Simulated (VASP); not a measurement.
# B (Pmmn) in VASP: single point with PBE

Aim: the single point of B with PBE.

Everything below comes from runs of VASP 6.6.1. Logs are shortened: lines on timing, memory, paths and dates and some standing lists are left out, and cuts for length are marked.

### Step 1. The cell of the first run

Symmetry: Pmmn, No. 59, orthorhombic system. The conventional cell has a = 1.798 Å, b = 2.318 Å, c = 3.442 Å, α = 90.00°, β = 90.00°, γ = 90.00°. B (site symmetry mm2) has 8 B at 1.80 to 2.32 Å within 2.4 Å.

### Step 2. Single point, PBE

INCAR

```
SYSTEM = B
PREC = Accurate
ENCUT = 520
EDIFF = 1E-7
ISMEAR = 0
SIGMA = 0.1
LREAL = .FALSE.
LASPH = .TRUE.
NELM = 100
ALGO = Normal
ISIF = 2
LWAVE = .FALSE.
LCHARG = .FALSE.
GGA = PE
NBANDS = 10
```

KPOINTS

```
Automatic mesh
0
G
  10 8 6
  0 0 0
```

POSCAR

```
B
1.0
    1.7984797800      0.0000000000      0.0000000000
    0.0000000000      2.3180672400      0.0000000000
    0.0000000000      0.0000000000      3.4423714800
B
2
Direct
    0.0000000000      0.5000000000      0.8057465100
    0.5000000000      0.0000000000      0.1942534900
```

Potentials or basis: VASP PAW PBE potentials, release 64 (B).

On the command line:

```
> cat potpaw_PBE.64/B/POTCAR > POTCAR
> mpirun -np 1 vasp_std > vasp.out
```

OUTCAR:

```text
SYSTEM = B
   PREC = Accurate
   ENCUT = 520
   EDIFF = 1E-7
   ISMEAR = 0
   LREAL = .FALSE.
   LASPH = .TRUE.
   NELM = 100
   ISIF = 2
   GGA = PE

 ion  position               nearest neighbor table
   1  0.000  0.500  0.806-   2 1.99   2 1.99   2 1.99   2 1.99
   2  0.500  0.000  0.194-   1 1.99   1 1.99   1 1.99   1 1.99

  LATTYP: Found a simple orthorhombic cell.
 ALAT       =     1.7984797800
 B/A-ratio  =     1.2889036984
 C/A-ratio  =     1.9140451387

  Lattice vectors:

 A1 = (   1.7984797800,   0.0000000000,   0.0000000000)
 A2 = (   0.0000000000,   2.3180672400,   0.0000000000)
 A3 = (   0.0000000000,   0.0000000000,   3.4423714800)

Analysis of symmetry for initial positions (statically):
=====================================================================
 Subroutine PRICEL returns:
 Original cell was already a primitive cell.

 Routine SETGRP: Setting up the symmetry group for a
 simple orthorhombic supercell.

 Subroutine GETGRP returns: Found  8 space group operations
 (whereof  4 operations were pure point group operations)
 out of a pool of  8 trial point group operations.

The static configuration has the point symmetry C_2v.
 The point group associated with its full space group is D_2h.

Analysis of symmetry for dynamics (positions and initial velocities):
=====================================================================
 Subroutine PRICEL returns:
 Original cell was already a primitive cell.

 Routine SETGRP: Setting up the symmetry group for a
 simple orthorhombic supercell.

 Subroutine GETGRP returns: Found  8 space group operations
 (whereof  4 operations were pure point group operations)
 out of a pool of  8 trial point group operations.

The dynamic configuration has the point symmetry C_2v.
 The point group associated with its full space group is D_2h.

 Subroutine INISYM returns: Found  8 space group operations
 (whereof  4 operations are pure point group operations),
 and found     1 'primitive' translations

----------------------------------------------------------------------------------------

                                     Primitive cell

  volume of cell :      14.3512

  direct lattice vectors                    reciprocal lattice vectors
     1.798479780  0.000000000  0.000000000     0.556025156  0.000000000  0.000000000
     0.000000000  2.318067240  0.000000000     0.000000000  0.431393871  0.000000000
     0.000000000  0.000000000  3.442371480     0.000000000  0.000000000  0.290497410

  length of vectors
     1.798479780  2.318067240  3.442371480     0.556025156  0.431393871  0.290497410

  position of ions in fractional coordinates (direct lattice)
     0.000000000  0.500000000  0.805746510
     0.500000000  0.000000000  0.194253490

  ion indices of the primitive-cell ions
   primitive index   ion index
                 1           1
                 2           2

----------------------------------------------------------------------------------------

 KPOINTS: Automatic mesh

Automatic generation of k-mesh.
 Grid dimensions read from file:
 generate k-points for:   10    8    6

 Generating k-lattice:

  Cartesian coordinates                     Fractional coordinates (reciprocal lattice)
     0.055602516  0.000000000  0.000000000     0.100000000  0.000000000  0.000000000
     0.000000000  0.053924234  0.000000000     0.000000000  0.125000000  0.000000000
     0.000000000  0.000000000  0.048416235     0.000000000  0.000000000  0.166666667

  Length of vectors
     0.055602516  0.053924234  0.048416235

  Shift w.r.t. Gamma in fractional coordinates (k-lattice)
     0.000000000  0.000000000  0.000000000

 Subroutine IBZKPT returns following result:
 ===========================================

 Found    120 irreducible k-points:

 Following reciprocal coordinates:
            Coordinates               Weight
  0.000000  0.000000  0.000000      1.000000
  0.100000  0.000000  0.000000      2.000000
  0.200000  0.000000  0.000000      2.000000
  0.300000  0.000000  0.000000      2.000000
  0.400000  0.000000  0.000000      2.000000
  0.500000  0.000000  0.000000      1.000000
[... 16 lines left out ...]
  0.400000  0.375000  0.000000      4.000000
  0.500000  0.375000  0.000000      2.000000
 [... further k-points ...]
   k-points           NKPTS =    120   k-points in BZ     NKDIM =    120   number of bands    NBANDS=     10
   number of dos      NEDOS =    301   number of ions     NIONS =      2
   total plane-waves  NPLWV =   7056
   dimension x,y,z NGX =    14 NGY =   18 NGZ =   28
   dimension x,y,z NGXF=    28 NGYF=   36 NGZF=   56
   ions per type =               2
   NGX,Y,Z   is equivalent  to a cutoff of  12.94, 12.91, 13.52 a.u.
   NGXF,Y,Z  is equivalent  to a cutoff of  25.88, 25.82, 27.04 a.u.
 SYSTEM =  B
   PREC   = accura    normal or accurate (medium, high low for compatibility)
   ISTART =      0    job   : 0-new  1-cont  2-samecut
   ICHARG =      2    charge: 1-file 2-atom 10-const
   ISPIN  =      1    spin polarized calculation?
   LNONCOLLINEAR =      F non collinear calculations
   LSORBIT =      F    spin-orbit coupling
   LASPH  =      T    aspherical Exc in radial PAW
   ENCUT  =  520.0 eV  38.22 Ry    6.18 a.u.   3.34  4.31  6.40*2*pi/ulx,y,z
   NELM   =    100;   NELMIN=  2; NELMDL= -5     # of ELM steps
   EDIFF  = 0.1E-06   stopping-criterion for ELM
   LREAL  =      F    real-space projection
   EDIFFG = 0.1E-05   stopping-criterion for IOM
   NSW    =      0    number of steps for IOM
   IBRION =     -1    ionic relax: 0-MD 1-quasi-New 2-CG
   NFREE  =      0    steps in history (QN), initial steepest desc. (CG)
   ISIF   =      2    stress and relaxation
   ISYM   =      2    0-nonsym 1-usesym 2-fastsym
   POTIM  = 0.5000    time-step for ionic-motion
   TEBEG  =    0.0;   TEEND  =   0.0 temperature during run
   PSTRESS=    0.0 pullay stress
   NELECT =       6.0000    total number of electrons
   NUPDOWN=      -1.0000    fix difference up-down
   EMIN   =  10.00;   EMAX   =-10.00  energy-range for DOS
   EFERMI =   0.00;   METHOD = LEGACY
   ISMEAR =     0;   SIGMA  =   0.10  broadening in eV -4-tet -1-fermi 0-gaus
   EFERMI_NEDOS =   21; number of points for ismear=-14 and -15
   IALGO  =     38    algorithm
   IMIX   =      4    mixing-type and parameters
     AMIX     =   0.40;   BMIX     =  1.00
     AMIX_MAG =   1.60;   BMIX_MAG =  1.00
  volume/ion in A,a.u.               =       7.18        48.42
  Fermi-wavevector in a.u.,A,eV,Ry     =   1.224134  2.313277 20.388371  1.498503
  Thomas-Fermi vector in A             =   2.359219
   LORBIT       =      0    0 simple, 1 ext, 2 COOP (PROOUT), +10 PAW based schemes
   GGA     = PE    functional components
   LHFCALC =     F    Hartree Fock is set to
   AEXX    =    0.0000 exact exchange contribution
   IVDW    =     0    specifies the selected vdW correction
   LEPSILON=     F    determine dielectric tensor
   LRPA    =     F    only Hartree local field effects (RPA)
 non-spin polarized calculation
 Gauss-broadening in eV      SIGMA  =   0.10
  energy-cutoff  :      520.00
  volume of cell :       14.35
 maximum number of plane-waves:       399
 NGX is ok and might be reduce to    14
   NGX =  7   NGY =  9   NGZ = 13

 number of electron       6.0000000 magnetization

 Free energy of the ion-electron system (eV)
  ---------------------------------------------------
  ext. energy  EPLUGINS =         0.00000000
  ---------------------------------------------------
  free energy    TOTEN  =       -10.94813275 eV

  energy without entropy =      -10.94467495  energy(sigma->0) =      -10.94640385

 E-fermi :   7.5921     XC(G=0): -12.0359

 val. band max:        7.5707948149   @ k =   0.5000   0.0000   0.3333
 cond. band min:       7.6056512348   @ k =   0.3000   0.3750   0.5000
 fundamental gap:      0.0348564199
 Fermi energy:         7.5920933741

 k-point     1 :       0.0000    0.0000    0.0000
  band No.  band energies     occupation
      1      -9.4298      2.00000
      2       0.9791      2.00000
      3       2.9319      2.00000
      4       9.4802      0.00000
      5      17.8643      0.00000
      6      18.8002      0.00000
      7      22.3262      0.00000
      8      22.6686      0.00000
      9      27.8843      0.00000
     10      31.6070      0.00000

 k-point     2 :       0.1000    0.0000    0.0000
  band No.  band energies     occupation
      1      -9.0685      2.00000
      2       1.4198      2.00000
      3       3.1662      2.00000
      4       9.8860      0.00000
      5      17.8270      0.00000
      6      18.1548      0.00000
      7      21.1819      0.00000
      8      22.7912      0.00000
      9      25.2890      0.00000
     10      32.2031      0.00000

 k-point     3 :       0.2000    0.0000    0.0000
  band No.  band energies     occupation
      1      -7.9901      2.00000
      2       2.7352      2.00000
      3       3.7577      2.00000
      4      11.0863      0.00000
      5      14.2198      0.00000
      6      18.9301      0.00000
      7      20.5177      0.00000
      8      21.4398      0.00000
      9      23.4259      0.00000
     10      33.5895      0.00000

 k-point     4 :       0.3000    0.0000    0.0000
  band No.  band energies     occupation
      1      -6.2133      2.00000
      2       4.0586      2.00000
      3       4.8988      2.00000
      4      10.6563      0.00000
      5      13.0154      0.00000
      6      17.8060      0.00000
      7      19.4150      0.00000
      8      19.7918      0.00000
      9      24.0573      0.00000
     10      31.3461      0.00000
[... 222 lines left out ...]
 k-point    22 :       0.3000    0.3750    0.0000
  band No.  band energies     occupation
      1      -3.0898      2.00000
      2       2.1502      2.00000
      3       7.4144      1.98801
      4       8.1350      0.00000
      5      12.5282      0.00000
      6      14.0270      0.00000
      7      14.9579      0.00000
      8      18.0300      0.00000
      9      26.8057      0.00000
     10      26.9320      0.00000

 k-point    23 :       0.4000    0.3750    0.0000
  band No.  band energies     occupation
      1      -0.8330      2.00000
      2       2.9230      2.00000
      3       8.8553      0.00000
      4      10.8287      0.00000
      5      11.8902      0.00000
      6      12.5471      0.00000
      7      14.7065      0.00000
      8      15.7015      0.00000
      9      24.0618      0.00000
     10      24.1315      0.00000

 k-point    24 :       0.5000    0.3750    0.0000
  band No.  band energies     occupation
      1       1.5729      2.00000
      2       1.5729      2.00000
      3      10.8717      0.00000
      4      10.8717      0.00000
      5      12.2615      0.00000
      6      12.2615      0.00000
      7      14.0923      0.00000
      8      14.0923      0.00000
      9      23.7108      0.00000
     10      23.7108      0.00000

 [... further k-points ...]
[... 5 lines left out ...]
  --------------------------------------------------------------------------------------
  -------------------------------------------------------------------------------------
  Total       -4.2136966      0.9698844     -0.3012921      0.0000000      0.0000000      0.0000000
  in kB     -470.4186351    108.2782559    -33.6363582      0.0000000      0.0000000      0.0000000
  external PRESSURE =    -131.9255791 kB  Pullay stress =       0.0000000 kB

 VOLUME and BASIS-vectors are now :
 -----------------------------------------------------------------------------
  energy-cutoff  :      520.00
  volume of cell :       14.35
      direct lattice vectors                 reciprocal lattice vectors
     1.798479780  0.000000000  0.000000000     0.556025156  0.000000000  0.000000000
     0.000000000  2.318067240  0.000000000     0.000000000  0.431393871  0.000000000
     0.000000000  0.000000000  3.442371480     0.000000000  0.000000000  0.290497410

 POSITION                                       TOTAL-FORCE (eV/Angst)
 -----------------------------------------------------------------------------------
      0.00000      1.15903      2.77368         0.000000      0.000000      0.837617
      0.89924      0.00000      0.66869         0.000000      0.000000     -0.837617
 -----------------------------------------------------------------------------------
    total drift:                                0.000000      0.000000      0.000000

  FREE ENERGIE OF THE ION-ELECTRON SYSTEM (eV)
  ---------------------------------------------------
  free  energy   TOTEN  =       -10.9481327540 eV

  energy  without entropy=      -10.9446749507  energy(sigma->0) =      -10.94640385
```

Run time: 16 s. Hardware: 1 thread of Intel Xeon 6975P-C, shared host; peak memory 0.12 GiB.

Results:

```yaml
Free_energy: -10.9481 eV
Pressure: -13.2 GPa
Largest_force: 0.838 eV/Å
Band_gap_on_the_k_mesh: zero (band 3 reaches 11.92 eV, above the bottom of band 4 at 1.72 eV)
```

Forces in eV/Å, atoms in the order of the input:
```
B    0.000  0.000  0.838
B    0.000  0.000 -0.838
```

Levels at points of the mesh, in eV from the Fermi level:
```tsv
k point	band 1	band 2	band 3	band 4	band 5	band 6
(0.00, 0.00, 0.00)	-17.02	-6.61	-4.66	1.89	10.27	11.21
(0.50, 0.00, 0.00)	-8.40	-8.40	3.02	3.02	5.39	5.39
(0.00, 0.50, 0.00)	-11.38	-11.38	-1.56	-1.56	2.14	2.14
(0.50, 0.50, 0.00)	-5.34	-5.34	2.06	2.06	4.94	4.94
(0.00, 0.00, 0.50)	-15.86	-11.88	2.75	3.31	7.87	9.94
(0.50, 0.00, 0.50)	-7.85	-7.85	-0.65	-0.65	9.76	9.76
(0.00, 0.50, 0.50)	-10.37	-10.37	-5.88	-5.88	9.00	9.00
(0.50, 0.50, 0.50)	-4.58	-4.58	2.03	2.03	2.36	2.36
```
